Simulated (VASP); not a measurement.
# Al2O3 (R-3c) in VASP: notebook

Aim: see how the results for Al2O3 move with the level of theory and the settings. Levels: r2SCAN, PBE. Tasks: single point.

Everything below comes from runs of VASP 6.6.1. Logs are shortened: lines on timing, memory, paths and dates and some standing lists are left out, and cuts for length are marked.

## Step 1: The cell of the first run

It takes space group R-3c (No. 167, trigonal). Conventional cell: a = 4.806 Å, b = 4.806 Å, c = 12.935 Å, α = 90.00°, β = 90.00°, γ = 120.00°. Within 2.5 Å of Al (site symmetry 3) lie 6 O at 1.87 to 1.98 Å. Within 2.5 Å of O (site symmetry 2) lie 4 Al at 1.87 to 1.98 Å.

## Step 2: Single point, r2SCAN (epitaxial xy strain +1.0%)

POSCAR reads:

```
Al2O3
1.0
    2.4031550271      1.3874622018      4.3115068004
   -2.4031550271      1.3874622018      4.3115068004
    0.0000000000     -2.7749244036      4.3115068004
Al O
4 6
Direct
    0.8524228138      0.8524228138      0.8524228138
    0.3524228138      0.3524228138      0.3524228138
    0.1475771862      0.1475771862      0.1475771862
    0.6475771862      0.6475771862      0.6475771862
    0.4442193780      0.0557806220      0.7500000000
    0.0557806220      0.7500000000      0.4442193780
    0.5557806220      0.9442193780      0.2500000000
    0.2500000000      0.5557806220      0.9442193780
    0.9442193780      0.2500000000      0.5557806220
    0.7500000000      0.4442193780      0.0557806220
```

INCAR.step1 reads:

```
SYSTEM = Al2O3
PREC = Accurate ; ENCUT = 520
ISMEAR = 0 ; SIGMA = 0.01
LREAL = .FALSE. ; LASPH = .TRUE.
NELM = 60 ; NBANDS = 35
GGA = PE ; ALGO = Normal
EDIFF = 1E-4 ; LWAVE = .TRUE.
LCHARG = .FALSE.
```

INCAR.step2 reads:

```
SYSTEM = Al2O3
PREC = Accurate ; ENCUT = 520
EDIFF = 1E-7 ; ISMEAR = 0
SIGMA = 0.01 ; LREAL = .FALSE.
LASPH = .TRUE. ; NELM = 60
ALGO = Normal ; ISIF = 2
LWAVE = .FALSE. ; LCHARG = .TRUE.
METAGGA = R2SCAN ; LMIXTAU = .TRUE.
LELF = .TRUE. ; LVHAR = .TRUE.
NBANDS = 35 ; ISTART = 1
```

KPOINTS reads:

```
regular mesh
0
G
  6 6 6
  0 0 0
```

Potentials or basis: VASP PAW PBE potentials, release 64 (Al, O).

On the command line:

```console
$ cat potpaw_PBE.64/Al/POTCAR potpaw_PBE.64/O/POTCAR > POTCAR
$ cp INCAR.step1 INCAR
$ mpirun -np 1 vasp_std > vasp.out
$ cp INCAR.step2 INCAR
$ mpirun -np 1 vasp_std > vasp.out
```

OUTCAR:

```text
SYSTEM = Al2O3
   PREC = Accurate
   ENCUT = 520
   EDIFF = 1E-7
   ISMEAR = 0
   LREAL = .FALSE.
   LASPH = .TRUE.
   NELM = 60
   ISIF = 2
   METAGGA = R2SCAN
   ISTART = 1

 ion  position               nearest neighbor table
   1  0.852  0.852  0.852-   9 1.87   7 1.87   8 1.87  10 1.98   6 1.98   5 1.98   4 2.65   3 2.82
                             3 2.82   3 2.82   4 3.23   4 3.23   4 3.23
   2  0.352  0.352  0.352-  10 1.87   5 1.87   6 1.87   9 1.98   8 1.98   7 1.98   3 2.65   4 2.82
                             4 2.82   4 2.82   3 3.23   3 3.23   3 3.23
   3  0.148  0.148  0.148-   6 1.87   5 1.87  10 1.87   8 1.98   9 1.98   7 1.98   2 2.65   1 2.82
                             1 2.82   1 2.82   2 3.23   2 3.23   2 3.23
   4  0.648  0.648  0.648-   8 1.87   7 1.87   9 1.87   6 1.98  10 1.98   5 1.98   1 2.65   2 2.82
                             2 2.82   2 2.82   1 3.23   1 3.23   1 3.23
   5  0.444  0.056  0.750-   2 1.87   3 1.87   1 1.98   4 1.98
   6  0.056  0.750  0.444-   3 1.87   2 1.87   4 1.98   1 1.98
   7  0.556  0.944  0.250-   1 1.87   4 1.87   3 1.98   2 1.98
   8  0.250  0.556  0.944-   4 1.87   1 1.87   3 1.98   2 1.98
   9  0.944  0.250  0.556-   1 1.87   4 1.87   2 1.98   3 1.98
  10  0.750  0.444  0.056-   2 1.87   3 1.87   1 1.98   4 1.98

  LATTYP: Found a trigonal (rhomboedric) cell.
 ALAT       =     5.1273088785
 COS(alpha) =     0.5606459747

  Lattice vectors:

 A1 = (   2.4031550271,   1.3874622018,   4.3115068004)
 A2 = (  -2.4031550271,   1.3874622018,   4.3115068004)
 A3 = (   0.0000000000,  -2.7749244036,   4.3115068004)

Analysis of symmetry for initial positions (statically):
=====================================================================
 Subroutine PRICEL returns:
 Original cell was already a primitive cell.

 Routine SETGRP: Setting up the symmetry group for a
 trigonal (rhombohedral) supercell.

 Subroutine GETGRP returns: Found 12 space group operations
 (whereof  6 operations were pure point group operations)
 out of a pool of 12 trial point group operations.

The static configuration has the point symmetry S_6 .
 The point group associated with its full space group is D_3d.

Analysis of symmetry for dynamics (positions and initial velocities):
=====================================================================
 Subroutine PRICEL returns:
 Original cell was already a primitive cell.

 Routine SETGRP: Setting up the symmetry group for a
 trigonal (rhombohedral) supercell.

 Subroutine GETGRP returns: Found 12 space group operations
 (whereof  6 operations were pure point group operations)
 out of a pool of 12 trial point group operations.

The dynamic configuration has the point symmetry S_6 .
 The point group associated with its full space group is D_3d.

 Subroutine INISYM returns: Found 12 space group operations
 (whereof  6 operations are pure point group operations),
 and found     1 'primitive' translations

----------------------------------------------------------------------------------------

                                     Primitive cell

  volume of cell :      86.2548

  direct lattice vectors                    reciprocal lattice vectors
     2.403155027  1.387462202  4.311506800     0.208059819  0.120123393  0.077312492
    -2.403155027  1.387462202  4.311506800    -0.208059819  0.120123393  0.077312492
     0.000000000 -2.774924404  4.311506800     0.000000000 -0.240246785  0.077312492

  length of vectors
     5.127308879  5.127308879  5.127308879     0.252380148  0.252380148  0.252380148

  position of ions in fractional coordinates (direct lattice)
     0.852422814  0.852422814  0.852422814
     0.352422814  0.352422814  0.352422814
     0.147577186  0.147577186  0.147577186
     0.647577186  0.647577186  0.647577186
     0.444219378  0.055780622  0.750000000
     0.055780622  0.750000000  0.444219378
     0.555780622  0.944219378  0.250000000
     0.250000000  0.555780622  0.944219378
     0.944219378  0.250000000  0.555780622
     0.750000000  0.444219378  0.055780622

  ion indices of the primitive-cell ions
   primitive index   ion index
                 1           1
                 2           2
                 3           3
                 4           4
                 5           5
                 6           6
                 7           7
                 8           8
                 9           9
                10          10

----------------------------------------------------------------------------------------

 KPOINTS: regular mesh

Automatic generation of k-mesh.
 Grid dimensions read from file:
 generate k-points for:    6    6    6

 Generating k-lattice:

  Cartesian coordinates                     Fractional coordinates (reciprocal lattice)
     0.034676637  0.020020565  0.012885415     0.166666667  0.000000000  0.000000000
    -0.034676637  0.020020565  0.012885415     0.000000000  0.166666667  0.000000000
     0.000000000 -0.040041131  0.012885415     0.000000000  0.000000000  0.166666667

  Length of vectors
     0.042063358  0.042063358  0.042063358

  Shift w.r.t. Gamma in fractional coordinates (k-lattice)
     0.000000000  0.000000000  0.000000000

 Subroutine IBZKPT returns following result:
 ===========================================

 Found     32 irreducible k-points:

 Following reciprocal coordinates:
            Coordinates               Weight
  0.000000  0.000000  0.000000      1.000000
  0.166667  0.000000 -0.000000      6.000000
  0.333333 -0.000000 -0.000000      6.000000
  0.500000  0.000000 -0.000000      3.000000
  0.166667  0.166667 -0.000000      6.000000
  0.333333  0.166667 -0.000000     12.000000
[... 16 lines left out ...]
  0.500000  0.500000  0.166667      6.000000
 -0.333333  0.500000  0.166667     12.000000
 [... further k-points ...]
   k-points           NKPTS =     32   k-points in BZ     NKDIM =     32   number of bands    NBANDS=     35
   number of dos      NEDOS =    301   number of ions     NIONS =     10
   total plane-waves  NPLWV =  64000
   dimension x,y,z NGX =    40 NGY =   40 NGZ =   40
   dimension x,y,z NGXF=    80 NGYF=   80 NGZF=   80
   ions per type =               4   6
   NGX,Y,Z   is equivalent  to a cutoff of  12.97, 12.97, 12.97 a.u.
   NGXF,Y,Z  is equivalent  to a cutoff of  25.94, 25.94, 25.94 a.u.
 SYSTEM =  Al2O3
   PREC   = accura    normal or accurate (medium, high low for compatibility)
   ISTART =      1    job   : 0-new  1-cont  2-samecut
   ICHARG =      0    charge: 1-file 2-atom 10-const
   ISPIN  =      1    spin polarized calculation?
   LNONCOLLINEAR =      F non collinear calculations
   LSORBIT =      F    spin-orbit coupling
   LASPH  =      T    aspherical Exc in radial PAW
   ENCUT  =  520.0 eV  38.22 Ry    6.18 a.u.   9.53  9.53  9.53*2*pi/ulx,y,z
   NELM   =     60;   NELMIN=  2; NELMDL=  0     # of ELM steps
   EDIFF  = 0.1E-06   stopping-criterion for ELM
   LREAL  =      F    real-space projection
   EDIFFG = 0.1E-05   stopping-criterion for IOM
   NSW    =      0    number of steps for IOM
   IBRION =     -1    ionic relax: 0-MD 1-quasi-New 2-CG
   NFREE  =      0    steps in history (QN), initial steepest desc. (CG)
   ISIF   =      2    stress and relaxation
   ISYM   =      2    0-nonsym 1-usesym 2-fastsym
   POTIM  = 0.5000    time-step for ionic-motion
   TEBEG  =    0.0;   TEEND  =   0.0 temperature during run
   PSTRESS=    0.0 pullay stress
   NELECT =      48.0000    total number of electrons
   NUPDOWN=      -1.0000    fix difference up-down
   EMIN   =  10.00;   EMAX   =-10.00  energy-range for DOS
   EFERMI =   0.00;   METHOD = LEGACY
   ISMEAR =     0;   SIGMA  =   0.01  broadening in eV -4-tet -1-fermi 0-gaus
   EFERMI_NEDOS =   21; number of points for ismear=-14 and -15
   IALGO  =     38    algorithm
   IMIX   =      4    mixing-type and parameters
     AMIX     =   0.40;   BMIX     =  1.00
     AMIX_MAG =   1.60;   BMIX_MAG =  1.00
  volume/ion in A,a.u.               =       8.63        58.21
  Fermi-wavevector in a.u.,A,eV,Ry     =   1.346566  2.544640 24.670610  1.813239
  Thomas-Fermi vector in A             =   2.474387
   LORBIT       =      0    0 simple, 1 ext, 2 COOP (PROOUT), +10 PAW based schemes
   METAGGA = R2SCAN    functional components
   LHFCALC =     F    Hartree Fock is set to
   AEXX    =    0.0000 exact exchange contribution
   IVDW    =     0    specifies the selected vdW correction
   LEPSILON=     F    determine dielectric tensor
   LRPA    =     F    only Hartree local field effects (RPA)
 non-spin polarized calculation
 Gauss-broadening in eV      SIGMA  =   0.01
  energy-cutoff  :      520.00
  volume of cell :       86.25
 maximum number of plane-waves:      2335
 NGX is ok and might be reduce to    40
   NGX = 19   NGY = 19   NGZ = 19

 number of electron      48.0000007 magnetization

 Free energy of the ion-electron system (eV)
  ---------------------------------------------------
  ext. energy  EPLUGINS =         0.00000000
  ---------------------------------------------------
  free energy    TOTEN  =       -96.23620118 eV

  energy without entropy =      -96.23620118  energy(sigma->0) =      -96.23620118

 E-fermi :   5.7573     XC(G=0): -12.1536

 val. band max:        5.6615398468   @ k =   0.0000   0.0000   0.0000
 cond. band min:      12.4973323850   @ k =   0.0000   0.0000   0.0000
 fundamental gap:      6.8357925383
 Fermi energy:         5.7572936875

 k-point     1 :       0.0000    0.0000    0.0000
  band No.  band energies     occupation
      1     -14.5077      2.00000
      2     -12.2144      2.00000
      3     -12.0230      2.00000
      4     -12.0230      2.00000
      5     -11.7073      2.00000
      6     -11.7073      2.00000
[... 27 lines left out ...]
     34      20.1740      0.00000
     35      21.2672      0.00000

 k-point     2 :       0.1667    0.0000   -0.0000
  band No.  band energies     occupation
      1     -14.3689      2.00000
      2     -12.3239      2.00000
      3     -12.0608      2.00000
      4     -12.0463      2.00000
      5     -11.7707      2.00000
      6     -11.7133      2.00000
[... 27 lines left out ...]
     34      19.4939      0.00000
     35      20.9862      0.00000
[... 796 lines left out ...]
     34      19.9327      0.00000
     35      20.3645      0.00000

 k-point    24 :      -0.3333    0.5000    0.1667
  band No.  band energies     occupation
      1     -13.2464      2.00000
      2     -12.8834      2.00000
      3     -12.6418      2.00000
      4     -12.4387      2.00000
      5     -11.8641      2.00000
      6     -11.6717      2.00000
[... 27 lines left out ...]
     34      19.9839      0.00000
     35      20.1036      0.00000

 [... further k-points ...]
[... 5 lines left out ...]
  --------------------------------------------------------------------------------------
  -------------------------------------------------------------------------------------
  Total       -3.4117270     -3.4117270     -0.2994643      0.0000000      0.0000000      0.0000000
  in kB      -63.3726088    -63.3726088     -5.5625305      0.0000000      0.0000000      0.0000000
  external PRESSURE =     -44.1025827 kB  Pullay stress =       0.0000000 kB

 VOLUME and BASIS-vectors are now :
 -----------------------------------------------------------------------------
  energy-cutoff  :      520.00
  volume of cell :       86.25
      direct lattice vectors                 reciprocal lattice vectors
     2.403155027  1.387462202  4.311506800     0.208059819  0.120123393  0.077312492
    -2.403155027  1.387462202  4.311506800    -0.208059819  0.120123393  0.077312492
     0.000000000 -2.774924404  4.311506800     0.000000000 -0.240246785  0.077312492

 POSITION                                       TOTAL-FORCE (eV/Angst)
 -----------------------------------------------------------------------------------
      0.00000      0.00000     11.02568         0.000000      0.000000     -0.018018
      0.00000      0.00000      4.55842         0.000000      0.000000     -0.018018
      0.00000      0.00000      1.90884         0.000000      0.000000      0.018018
      0.00000      0.00000      8.37610         0.000000      0.000000      0.018018
      0.93348     -1.38746      5.38938         0.011320      0.000000     -0.000000
     -1.66832     -0.11469      5.38938        -0.005660     -0.009803     -0.000000
     -0.93348      1.38746      7.54514        -0.011320      0.000000     -0.000000
     -0.73484     -1.50215      7.54514         0.005660     -0.009803     -0.000000
      1.66832      0.11469      7.54514         0.005660      0.009803     -0.000000
      0.73484      1.50215      5.38938        -0.005660      0.009803     -0.000000
 -----------------------------------------------------------------------------------
    total drift:                               -0.000000     -0.000000      0.000000

  FREE ENERGIE OF THE ION-ELECTRON SYSTEM (eV)
  ---------------------------------------------------
  free  energy   TOTEN  =       -96.2362011799 eV

  energy  without entropy=      -96.2362011799  energy(sigma->0) =      -96.23620118
```

Wall time 4.8 min (1 thread of AMD EPYC 9R45 (Zen 5), shared host); peak memory 0.26 GiB.

What came out:

```
Free energy            : -96.2362 eV
Pressure               : -4.4 GPa
Largest force          : 0.018 eV/Å
Band gap on the k mesh : 6.84 eV, direct
```

Forces on the atoms (eV/Å):
```
Al   0.000  0.000 -0.018
Al   0.000  0.000 -0.018
Al   0.000  0.000  0.018
Al   0.000  0.000  0.018
O    0.011  0.000  0.000
O   -0.006 -0.010  0.000
O   -0.011  0.000  0.000
O    0.006 -0.010  0.000
O    0.006  0.010  0.000
O   -0.006  0.010  0.000
```

Stress tensor (GPa, compression positive):
```
-6.34  0.00  0.00
 0.00 -6.34  0.00
 0.00  0.00 -0.56
```

Caveat: the cell differs from its parent crystal (epitaxial xy strain +1.0%); the PAW data sets were made with another functional, which shifts forces and pressure a little. A k mesh can miss the band edges.

## Step 3: Single point, r2SCAN (epitaxial xy strain +2.0%)

POSCAR reads:

```
Al2O3
1.0
    2.4269486412      1.4011994513      4.2917191920
   -2.4269486412      1.4011994513      4.2917191920
    0.0000000000     -2.8023989026      4.2917191920
Al O
4 6
Direct
    0.8529056305      0.8529056305      0.8529056305
    0.3529056305      0.3529056305      0.3529056305
    0.1470943695      0.1470943695      0.1470943695
    0.6470943695      0.6470943695      0.6470943695
    0.4447798271      0.0552201729      0.7500000000
    0.0552201729      0.7500000000      0.4447798271
    0.5552201729      0.9447798271      0.2500000000
    0.2500000000      0.5552201729      0.9447798271
    0.9447798271      0.2500000000      0.5552201729
    0.7500000000      0.4447798271      0.0552201729
```

INCAR.step1 reads:

```
  ALGO = Normal
  EDIFF = 1E-4
  ENCUT = 520
  GGA = PE
  ISMEAR = 0
  LASPH = True
  LCHARG = False
  LREAL = False
  LWAVE = True
  NBANDS = 35
  NELM = 80
  PREC = Accurate
  SIGMA = 0.01
```

INCAR.step2 reads:

```
  ALGO = Normal
  EDIFF = 1E-6
  ENCUT = 520
  ISIF = 2
  ISMEAR = 0
  ISTART = 1
  LASPH = True
  LCHARG = False
  LMIXTAU = True
  LREAL = False
  LWAVE = False
  METAGGA = R2SCAN
  NBANDS = 35
  NELM = 80
  PREC = Accurate
  SIGMA = 0.01
```

KPOINTS reads:

```
k-points
0
Gamma
  6 6 6
```

Potentials or basis: VASP PAW PBE potentials, release 64 (Al, O).

On the command line:

```console
$ cat potpaw_PBE.64/Al/POTCAR potpaw_PBE.64/O/POTCAR > POTCAR
$ cp INCAR.step1 INCAR
$ mpirun -np 1 vasp_std > vasp.out
$ cp INCAR.step2 INCAR
$ mpirun -np 1 vasp_std > vasp.out
```

Run time: 4.3 min. Hardware: 1 thread of AMD EPYC 9R45 (Zen 5), shared host; peak memory 0.25 GiB.

The run converged. Its results:

* Free energy: -96.1418 eV
* Pressure: -8.1 GPa
* Largest force: 0.017 eV/Å
* Band gap on the k mesh: 6.52 eV, direct

Forces in eV/Å, atoms in the order of the input:
```
Al   0.000  0.000 -0.017
Al   0.000  0.000 -0.017
Al   0.000  0.000  0.017
Al   0.000  0.000  0.017
O    0.011  0.000  0.000
O   -0.005 -0.009  0.000
O   -0.011  0.000  0.000
O    0.005 -0.009  0.000
O    0.005  0.009  0.000
O   -0.005  0.009  0.000
```

Stress tensor (GPa, compression positive):
```
-11.82   0.00   0.00
  0.00 -11.82   0.00
  0.00   0.00  -0.54
```

Levels at points of the mesh, in eV from the valence-band top:
```tsv
k point	band 22	band 23	band 24	band 25	band 26	band 27
(0.00, 0.00, 0.00)	-0.29	-0.29	0.00	6.52	9.47	11.43
(0.50, 0.00, 0.00)	-1.03	-0.38	-0.38	9.80	9.80	10.30
(0.50, 0.50, 0.00)	-1.09	-0.80	-0.37	9.97	10.23	10.33
(0.50, 0.50, 0.50)	-0.63	-0.63	-0.63	8.97	8.97	11.71
```

Caveat: the cell differs from its parent crystal (epitaxial xy strain +2.0%); the PAW data sets were made with another functional, which shifts forces and pressure a little. A k mesh can miss the band edges.

[end of part 1 of 2]
